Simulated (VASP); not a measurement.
# ZrB (Fm-3m) in VASP: settings compared, part 2 of 2

VASP 6.6.1. Earlier steps stand in the parts before.

**5. Single point, BLYP, non-collinear spin, zero start, spin-orbit coupling**

This run uses another cell than the first one, of 12.57 Å³/atom.

INCAR

```
SYSTEM = ZrB
PREC = Accurate ; ENCUT = 520
EDIFF = 1E-7 ; ISMEAR = 1
SIGMA = 0.1 ; LREAL = .False.
LASPH = .True. ; NELM = 150
ALGO = Normal ; ISIF = 2
LWAVE = .False. ; LCHARG = .True.
MAGMOM = 0 0 0 0 0 0 ; LORBIT = 11
LSORBIT = .True. ; GGA_COMPAT = .False.
LORBMOM = .True. ; LMAXMIX = 4
GGA = B5 ; ALDAX = 1.0
AGGAX = 1.0 ; AGGAC = 1.0
ALDAC = 0.0 ; LVHAR = .True.
NBANDS = 27
```

KPOINTS

```
regular mesh
0
Gamma
  10 10 10
  0 0 0
```

POSCAR

```
ZrB
1.0
    0.0000000000      2.3250000000      2.3250000000
    2.3250000000      0.0000000000      2.3250000000
    2.3250000000      2.3250000000      0.0000000000
Zr B
1 1
Direct
    0.0000000000      0.0000000000      0.0000000000
    0.5000000000      0.5000000000      0.5000000000
```

Potentials or basis: VASP PAW PBE potentials, release 64 (Zr_sv, B).

The run is started by

```sh
$ cat potpaw_PBE.64/Zr_sv/POTCAR potpaw_PBE.64/B/POTCAR > POTCAR
$ mpirun -np 1 vasp_ncl > vasp.out
```

OUTCAR:

```text
SYSTEM = ZrB
   PREC = Accurate
   ENCUT = 520
   EDIFF = 1E-7
   ISMEAR = 1
   LREAL = .False.
   LASPH = .True.
   NELM = 150
   ISIF = 2
   LORBIT = 11
   LSORBIT = .True.
   GGA = B5

 ion  position               nearest neighbor table
   1  0.000  0.000  0.000-   2 2.33   2 2.33   2 2.33   2 2.33   2 2.33   2 2.33
   2  0.500  0.500  0.500-   1 2.33   1 2.33   1 2.33   1 2.33   1 2.33   1 2.33

  LATTYP: Found a face centered cubic cell.
 ALAT       =     4.6500000000

  Lattice vectors:

 A1 = (   0.0000000000,   2.3250000000,   2.3250000000)
 A2 = (   2.3250000000,   0.0000000000,   2.3250000000)
 A3 = (   2.3250000000,   2.3250000000,   0.0000000000)

Analysis of symmetry for initial positions (statically):
=====================================================================
 Subroutine PRICEL returns:
 Original cell was already a primitive cell.

 Routine SETGRP: Setting up the symmetry group for a
 face centered cubic supercell.

 Subroutine GETGRP returns: Found 48 space group operations
 (whereof 48 operations were pure point group operations)
 out of a pool of 48 trial point group operations.

The static configuration has the point symmetry O_h .

Analysis of symmetry for dynamics (positions and initial velocities):
=====================================================================
 Subroutine PRICEL returns:
 Original cell was already a primitive cell.

 Routine SETGRP: Setting up the symmetry group for a
 face centered cubic supercell.

 Subroutine GETGRP returns: Found 48 space group operations
 (whereof 48 operations were pure point group operations)
 out of a pool of 48 trial point group operations.

The dynamic configuration has the point symmetry O_h .

Analysis of structural, dynamic, and magnetic symmetry:
=====================================================================
 Subroutine PRICEL returns:
 Original cell was already a primitive cell.

[... 926 lines left out ...]
            0.000   0.000   0.000

 orbital moment (y)

 # of ion     p       d       tot
 ----------------------------------------
  1         0.000   0.000   0.000
  2         0.000   0.000   0.000
 ----------------------------------------
            0.000   0.000   0.000

 orbital moment (z)

 # of ion     p       d       tot
 ----------------------------------------
  1         0.000   0.000   0.000
  2         0.000   0.000   0.000
 ----------------------------------------
            0.000   0.000   0.000

 Spin-Orbit-Coupling matrix elements

 Ion:    1  E_soc:     -0.1438119
 l=   1
     0.0000000    -0.0233194    -0.0233194
    -0.0233194     0.0000000    -0.0233194
    -0.0233194    -0.0233194     0.0000000
 l=   2
     0.0000000    -0.0001493     0.0000000    -0.0001493    -0.0005000
    -0.0001493     0.0000000    -0.0003750    -0.0001493    -0.0001250
     0.0000000    -0.0003750     0.0000000    -0.0003750     0.0000000
    -0.0001493    -0.0001493    -0.0003750     0.0000000    -0.0001250
    -0.0005000    -0.0001250     0.0000000    -0.0001250     0.0000000
 l=   3
     0.0000000     0.0000000     0.0000000     0.0000000     0.0000000     0.0000000     0.0000000
     0.0000000     0.0000000     0.0000000     0.0000000     0.0000000     0.0000000     0.0000000
     0.0000000     0.0000000     0.0000000     0.0000000     0.0000000     0.0000000     0.0000000
     0.0000000     0.0000000     0.0000000     0.0000000     0.0000000     0.0000000     0.0000000
     0.0000000     0.0000000     0.0000000     0.0000000     0.0000000     0.0000000     0.0000000
     0.0000000     0.0000000     0.0000000     0.0000000     0.0000000     0.0000000     0.0000000
     0.0000000     0.0000000     0.0000000     0.0000000     0.0000000     0.0000000     0.0000000

 Ion:    2  E_soc:      0.0000181
 l=   1
     0.0000000     0.0000030     0.0000030
     0.0000030     0.0000000     0.0000030
     0.0000030     0.0000030     0.0000000
 l=   2
     0.0000000     0.0000000     0.0000000     0.0000000     0.0000000
     0.0000000     0.0000000     0.0000000     0.0000000     0.0000000
     0.0000000     0.0000000     0.0000000     0.0000000     0.0000000
     0.0000000     0.0000000     0.0000000     0.0000000     0.0000000
     0.0000000     0.0000000     0.0000000     0.0000000     0.0000000
 l=   3
     0.0000000     0.0000000     0.0000000     0.0000000     0.0000000     0.0000000     0.0000000
     0.0000000     0.0000000     0.0000000     0.0000000     0.0000000     0.0000000     0.0000000
     0.0000000     0.0000000     0.0000000     0.0000000     0.0000000     0.0000000     0.0000000
     0.0000000     0.0000000     0.0000000     0.0000000     0.0000000     0.0000000     0.0000000
     0.0000000     0.0000000     0.0000000     0.0000000     0.0000000     0.0000000     0.0000000
     0.0000000     0.0000000     0.0000000     0.0000000     0.0000000     0.0000000     0.0000000
     0.0000000     0.0000000     0.0000000     0.0000000     0.0000000     0.0000000     0.0000000

 total charge

# of ion       s       p       d       tot
------------------------------------------
    1        2.210   6.049   1.865  10.124
    2        0.819   1.141   0.000   1.960
--------------------------------------------------
tot          3.029   7.190   1.865  12.084

 magnetization (x)

# of ion       s       p       d       tot
------------------------------------------
    1        0.000   0.000   0.000   0.000
    2       -0.000   0.000   0.000  -0.000
--------------------------------------------------
tot         -0.000   0.000   0.000  -0.000

 magnetization (y)

# of ion       s       p       d       tot
------------------------------------------
    1        0.000   0.000  -0.000  -0.000
    2        0.000   0.000   0.000   0.000
--------------------------------------------------
tot          0.000   0.000  -0.000  -0.000

 magnetization (z)

# of ion       s       p       d       tot
------------------------------------------
    1        0.000   0.000   0.000   0.000
    2       -0.000   0.000   0.000  -0.000
--------------------------------------------------
tot         -0.000   0.000   0.000  -0.000
```

OSZICAR:

```text
N       E                     dE             d eps       ncg     rms          rms(c)
DAV:   1     0.123027645786E+03    0.12303E+03   -0.78554E+03  2538   0.112E+03
DAV:   2    -0.768898761362E+01   -0.13072E+03   -0.12450E+03  2984   0.328E+02
DAV:   3    -0.155726782046E+02   -0.78837E+01   -0.77505E+01  4353   0.630E+01
DAV:   4    -0.157370678509E+02   -0.16439E+00   -0.16342E+00  3139   0.814E+00
DAV:   5    -0.157400733463E+02   -0.30055E-02   -0.30052E-02  3646   0.860E-01    0.236E+01
DAV:   6    -0.136309873912E+02    0.21091E+01   -0.36404E+00  2785   0.164E+01    0.823E+00
DAV:   7    -0.136534721366E+02   -0.22485E-01   -0.45321E-01  3643   0.411E+00    0.403E+00
DAV:   8    -0.136641498529E+02   -0.10678E-01   -0.30970E-02  3078   0.173E+00    0.470E-01
DAV:   9    -0.136630948287E+02    0.10550E-02   -0.28671E-03  3143   0.423E-01    0.241E-01
DAV:  10    -0.136631484018E+02   -0.53573E-04   -0.15765E-04  3339   0.926E-02    0.117E-01
DAV:  11    -0.136632134745E+02   -0.65073E-04   -0.15227E-04  2714   0.148E-01    0.288E-02
DAV:  12    -0.136632140546E+02   -0.58016E-06   -0.60108E-06  3374   0.208E-02    0.829E-03
DAV:  13    -0.136632136049E+02    0.44974E-06   -0.19701E-06  2759   0.160E-02    0.460E-03
DAV:  14    -0.136632136256E+02   -0.20689E-07   -0.14031E-07  2529   0.442E-03
   1 F= -.13663214E+02 E0= -.13662720E+02  d E =-.148024E-02  mag=     0.0000     0.0000    -0.0000
```

stdout:

```text
POSCAR found type information on POSCAR ZrB
 POSCAR found :  2 types and       2 ions
 scaLAPACK will be used
 -----------------------------------------------------------------------------
|                                                                             |
|                                                                             |
|     You enforced a specific xc type in the INCAR file but a different       |
|     I HOPE YOU KNOW WHAT YOU ARE DOING!                                     |
|                                                                             |
 -----------------------------------------------------------------------------

 LDA part: xc-table for (Slater(with rela. corr.)+VWN5), standard interpolation
 POSCAR, INCAR and KPOINTS ok, starting setup
 FFT: planning ... GRIDC
 FFT: planning ... GRID_SOFT
 FFT: planning ... GRID
 WAVECAR not read
 entering main loop
```

It took 81 s on 1 thread of Intel Xeon Platinum 8259CL at 2.50GHz (Skylake/Cascade Lake), shared host; peak memory 0.22 GiB.

What came out:

| Property | Result |
| --- | --- |
| Free energy | -13.6632 eV |
| Pressure | 42.2 GPa |
| Net moment | 0.00 μB per cell |
| Valence electrons inside the program's atomic spheres | Zr 10.12; B 1.96 |

Moments on the atoms (μB; x, y, z):
```
Zr  0.00 0.00 0.00
B   0.00 0.00 0.00
```

Caveat: the cell stands under pressure; the PAW data sets were made with another functional, which shifts forces and pressure a little.

**6. Summary**

| level | potentials or basis | spin | cell | k mesh | smearing | grid for exact exchange (PRECFOCK) | share of exact exchange | pressure (GPa) | moment (μB) |
| --- | --- | --- | --- | --- | --- | --- | --- | --- | --- |
| HF | VASP PAW PBE potentials, release 64 (Zr_sv, B) | off | a = 3.540 Å, angles 60.0°, 2 atoms | 5 × 5 × 5 | fermi-dirac 0.05 eV | Normal | 1 | -0.3 | - |
| BLYP | VASP PAW PBE potentials, release 64 (Zr_sv, B) | non-collinear, zero start, SOC | a = 3.221 Å, angles 60.0°, 2 atoms | 10 × 10 × 10 | methfessel-paxton 0.1 eV | - | - | 62.3 | 0.00 |
| LDA | VASP PAW LDA potentials, release 64 (Zr_sv, B) | non-collinear, zero start, SOC | a = 3.288 Å, angles 60.0°, 2 atoms | 10 × 10 × 10 | methfessel-paxton 0.1 eV | - | - | 25.4 | 0.00 |
| BLYP | VASP PAW PBE potentials, release 64 (Zr_sv, B) | non-collinear, zero start, SOC | a = 3.288 Å, angles 60.0°, 2 atoms | 10 × 10 × 10 | methfessel-paxton 0.1 eV | - | - | 42.2 | 0.00 |

Alike in all rows: task single point; cutoff (eV) 520.

Caveats: some runs use coarse meshes; the PAW data sets were made with another functional, which shifts forces and pressure a little (at least some runs); the cell stands under pressure (at least some runs).

Total energies depend on the potentials used, so only differences within one code and one set of settings carry meaning.
